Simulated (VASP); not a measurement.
# Li3ZrN2 (P4/mmm) in VASP: further runs

Li3ZrN2 is run at these levels: PBE; tasks: single point.

Everything below comes from runs of VASP 6.6.1. Logs are shortened: lines on timing, memory, paths and dates and some standing lists are left out, and cuts for length are marked.

**1. The cell of the first run**

Symmetry: P4/mmm, No. 123, tetragonal system. Conventional cell: a = 4.491 Å, b = 4.491 Å, c = 3.677 Å, α = 90.00°, β = 90.00°, γ = 90.00°. Li (site symmetry mmm) has 2 N at 1.84 Å and 2 Li at 2.25 Å within 2.4 Å. Within 3.0 Å of Li (site symmetry 4/mmm) lie 4 Li at 2.25 Å and 8 N at 2.90 Å. Zr (site symmetry 4/mmm) has 4 N at 2.25 Å and 8 Li at 2.90 Å within 3.0 Å. Within 2.4 Å of N (site symmetry mmm) lie 2 Li at 1.84 Å and 2 Zr at 2.25 Å.

**2. Single point, PBE**

INCAR

```
ALGO = Normal
EDIFF = 1E-6
ENCUT = 750
GGA = PE
GGA_COMPAT = False
ISIF = 2
ISMEAR = 0
LASPH = True
LCHARG = False
LREAL = False
LWAVE = False
NBANDS = 24
NELM = 120
PREC = Accurate
SIGMA = 0.15
```

KPOINTS

```
k-points
0
Gamma
  3 3 3
```

POSCAR

```
Li3ZrN2
1.0
    4.4908087581      0.0000000000      0.0000000000
    0.0000000000      4.4908087581      0.0000000000
    0.0000000000      0.0000000000      3.6773373480
Li Zr N
3 1 2
Direct
    0.5000000000      0.0000000000      0.5000000000
    0.0000000000      0.5000000000      0.5000000000
    0.5000000000      0.5000000000      0.5000000000
    0.0000000000      0.0000000000      0.0000000000
    0.5000000000      0.0000000000      0.0000000000
    0.0000000000      0.5000000000      0.0000000000
```

Potentials or basis: VASP PAW PBE potentials, release 64 (Li_sv, Zr_sv, N).

Run with:

```console
$ cat potpaw_PBE.64/Li_sv/POTCAR potpaw_PBE.64/Zr_sv/POTCAR potpaw_PBE.64/N/POTCAR > POTCAR
$ mpirun -np 1 vasp_std > vasp.out
```

OUTCAR:

```text
EDIFF = 1E-6
   ENCUT = 750
   GGA = PE
   ISIF = 2
   ISMEAR = 0
   LASPH = True
   LREAL = False
   NELM = 120
   PREC = Accurate

 ion  position               nearest neighbor table
   1  0.500  0.000  0.500-   5 1.84   5 1.84   3 2.25   3 2.25   4 2.90   4 2.90   4 2.90   4 2.90

   2  0.000  0.500  0.500-   6 1.84   6 1.84   3 2.25   3 2.25   4 2.90   4 2.90   4 2.90   4 2.90

   3  0.500  0.500  0.500-   1 2.25   2 2.25   1 2.25   2 2.25
   4  0.000  0.000  0.000-   5 2.25   6 2.25   6 2.25   5 2.25   1 2.90   2 2.90   2 2.90   1 2.90
                             2 2.90   1 2.90   2 2.90   1 2.90
   5  0.500  0.000  0.000-   1 1.84   1 1.84   4 2.25   4 2.25
   6  0.000  0.500  0.000-   2 1.84   2 1.84   4 2.25   4 2.25

  LATTYP: Found a simple tetragonal cell.
 ALAT       =     4.4908087581
 C/A-ratio  =     0.8188585945

  Lattice vectors:

 A1 = (   4.4908087581,   0.0000000000,   0.0000000000)
 A2 = (   0.0000000000,   4.4908087581,   0.0000000000)
 A3 = (   0.0000000000,   0.0000000000,   3.6773373480)

Analysis of symmetry for initial positions (statically):
=====================================================================
 Subroutine PRICEL returns:
 Original cell was already a primitive cell.

 Routine SETGRP: Setting up the symmetry group for a
 simple tetragonal supercell.

 Subroutine GETGRP returns: Found 16 space group operations
 (whereof 16 operations were pure point group operations)
 out of a pool of 16 trial point group operations.

The static configuration has the point symmetry D_4h.

Analysis of symmetry for dynamics (positions and initial velocities):
=====================================================================
 Subroutine PRICEL returns:
 Original cell was already a primitive cell.

 Routine SETGRP: Setting up the symmetry group for a
 simple tetragonal supercell.

 Subroutine GETGRP returns: Found 16 space group operations
 (whereof 16 operations were pure point group operations)
 out of a pool of 16 trial point group operations.

The dynamic configuration has the point symmetry D_4h.

 Subroutine INISYM returns: Found 16 space group operations
 (whereof 16 operations are pure point group operations),
 and found     1 'primitive' translations

----------------------------------------------------------------------------------------

[... 80 lines left out ...]
   NELM   =    120;   NELMIN=  2; NELMDL= -5     # of ELM steps
   EDIFF  = 0.1E-05   stopping-criterion for ELM
   LREAL  =      F    real-space projection
   EDIFFG = 0.1E-04   stopping-criterion for IOM
   NSW    =      0    number of steps for IOM
   IBRION =     -1    ionic relax: 0-MD 1-quasi-New 2-CG
   NFREE  =      0    steps in history (QN), initial steepest desc. (CG)
   ISIF   =      2    stress and relaxation
   ISYM   =      2    0-nonsym 1-usesym 2-fastsym
   POTIM  = 0.5000    time-step for ionic-motion
   TEBEG  =    0.0;   TEEND  =   0.0 temperature during run
   PSTRESS=    0.0 pullay stress
   NELECT =      31.0000    total number of electrons
   NUPDOWN=      -1.0000    fix difference up-down
   EMIN   =  10.00;   EMAX   =-10.00  energy-range for DOS
   EFERMI =   0.00;   METHOD = LEGACY
   ISMEAR =     0;   SIGMA  =   0.15  broadening in eV -4-tet -1-fermi 0-gaus
   EFERMI_NEDOS =   21; number of points for ismear=-14 and -15
   IALGO  =     38    algorithm
   IMIX   =      4    mixing-type and parameters
     AMIX     =   0.40;   BMIX     =  1.00
     AMIX_MAG =   1.60;   BMIX_MAG =  1.00
  volume/ion in A,a.u.               =      12.36        83.41
  Fermi-wavevector in a.u.,A,eV,Ry     =   1.224056  2.313130 20.385779  1.498312
  Thomas-Fermi vector in A             =   2.359144
   LORBIT       =      0    0 simple, 1 ext, 2 COOP (PROOUT), +10 PAW based schemes
   GGA     = PE    functional components
   LHFCALC =     F    Hartree Fock is set to
   AEXX    =    0.0000 exact exchange contribution
   IVDW    =     0    specifies the selected vdW correction
   LEPSILON=     F    determine dielectric tensor
   LRPA    =     F    only Hartree local field effects (RPA)
 non-spin polarized calculation
 Gauss-broadening in eV      SIGMA  =   0.15
  energy-cutoff  :      750.00
  volume of cell :       74.16
 maximum number of plane-waves:      3478
   NGX = 21   NGY = 21   NGZ = 17

 number of electron      30.9999980 magnetization

 Free energy of the ion-electron system (eV)
  ---------------------------------------------------
  ext. energy  EPLUGINS =         0.00000000
  ---------------------------------------------------
  free energy    TOTEN  =       -32.43304837 eV

  energy without entropy =      -32.38876638  energy(sigma->0) =      -32.41090738

 E-fermi :   4.5071     XC(G=0):  -9.7653

 val. band max:        4.4726482894   @ k =   0.3333   0.3333   0.3333
 cond. band min:       4.6283694585   @ k =   0.0000   0.0000   0.3333
 fundamental gap:      0.1557211691
 Fermi energy:         4.5070916931

 k-point     1 :       0.0000    0.0000    0.0000
  band No.  band energies     occupation
      1     -44.1477      2.00000
      2     -43.0599      2.00000
      3     -40.3540      2.00000
      4     -40.3488      2.00000
      5     -22.2361      2.00000
      6     -22.1419      2.00000
[... 151 lines left out ...]
     23      10.8427      0.00000
     24      12.0608      0.00000

------------------------ aborting loop because EDIFF is reached ----------------------------------------

  FORCE on cell =-STRESS in cart. coord.  units (eV):
  Direction    XX          YY          ZZ          XY          YZ          ZX
  --------------------------------------------------------------------------------------
  -------------------------------------------------------------------------------------
  Total        0.2582592      0.2582592      0.0205060      0.0000000      0.0000000      0.0000000
  in kB        5.5793515      5.5793515      0.4430060      0.0000000      0.0000000      0.0000000
  external PRESSURE =       3.8672363 kB  Pullay stress =       0.0000000 kB

 VOLUME and BASIS-vectors are now :
 -----------------------------------------------------------------------------
  energy-cutoff  :      750.00
  volume of cell :       74.16
      direct lattice vectors                 reciprocal lattice vectors
     4.490808758  0.000000000  0.000000000     0.222677040  0.000000000  0.000000000
     0.000000000  4.490808758  0.000000000     0.000000000  0.222677040  0.000000000
     0.000000000  0.000000000  3.677337348     0.000000000  0.000000000  0.271935889

 POSITION                                       TOTAL-FORCE (eV/Angst)
 -----------------------------------------------------------------------------------
      2.24540      0.00000      1.83867         0.000000      0.000000      0.000000
      0.00000      2.24540      1.83867         0.000000      0.000000      0.000000
      2.24540      2.24540      1.83867         0.000000      0.000000      0.000000
      0.00000      0.00000      0.00000         0.000000      0.000000      0.000000
      2.24540      0.00000      0.00000         0.000000      0.000000      0.000000
      0.00000      2.24540      0.00000         0.000000      0.000000      0.000000
 -----------------------------------------------------------------------------------
    total drift:                                0.000000      0.000000      0.000000

  FREE ENERGIE OF THE ION-ELECTRON SYSTEM (eV)
  ---------------------------------------------------
  free  energy   TOTEN  =       -32.4330483740 eV

  energy  without entropy=      -32.3887663801  energy(sigma->0) =      -32.41090738
```

Wall time 42 s (1 thread of Intel Xeon 8259CL, shared host); peak memory 0.24 GiB.

Results:

```yaml
Free_energy: -32.4330 eV
Pressure: 0.4 GPa
```

Stress tensor (GPa, compression positive):
```
0.56 0.00 0.00
0.00 0.56 0.00
0.00 0.00 0.04
```

Caveat: the k points lie up to 0.57 Å⁻¹ apart.

**3. Single point, PBE**

This run uses another cell than the first one, of 12.84 Å³/atom, 1.039 times its volume.

INCAR is that of step 2.

KPOINTS is that of step 2.

POSCAR

```
Li3ZrN2
1.0
    4.8402244686      0.0000000000      0.0000000000
    0.0000000000      4.8402244686      0.0000000000
    0.0000000000      0.0000000000      3.2876718943
Li Zr N
3 1 2
Direct
    0.5000000000      0.0000000000      0.5000000000
    0.0000000000      0.5000000000      0.5000000000
    0.5000000000      0.5000000000      0.5000000000
    0.0000000000      0.0000000000      0.5000000000
    0.5000000000      0.0000000000      0.0000000000
    0.0000000000      0.5000000000      0.0000000000
```

Potentials or basis: VASP PAW PBE potentials, release 64 (Li_sv, Zr_sv, N).

Run with:

```console
$ cat potpaw_PBE.64/Li_sv/POTCAR potpaw_PBE.64/Zr_sv/POTCAR potpaw_PBE.64/N/POTCAR > POTCAR
$ mpirun -np 1 vasp_std > vasp.out
```

It took 44 s on 1 thread of Intel Xeon 8259CL, shared host; peak memory 0.24 GiB.

The run converged. Its results:

```
Free energy : -26.3920 eV
Pressure    : 0.1 GPa
```

Stress tensor (GPa, compression positive):
```
-0.49  0.00  0.00
 0.00 -0.49  0.00
 0.00  0.00  1.36
```

Levels at points of the mesh, in eV from the Fermi level:
```
           k point  band 13  band 14  band 15  band 16  band 17  band 18
(0.00, 0.00, 0.00)    -2.10    -1.39    -1.17    -1.17    -0.12     0.24
```

Caveat: the k points lie up to 0.64 Å⁻¹ apart.
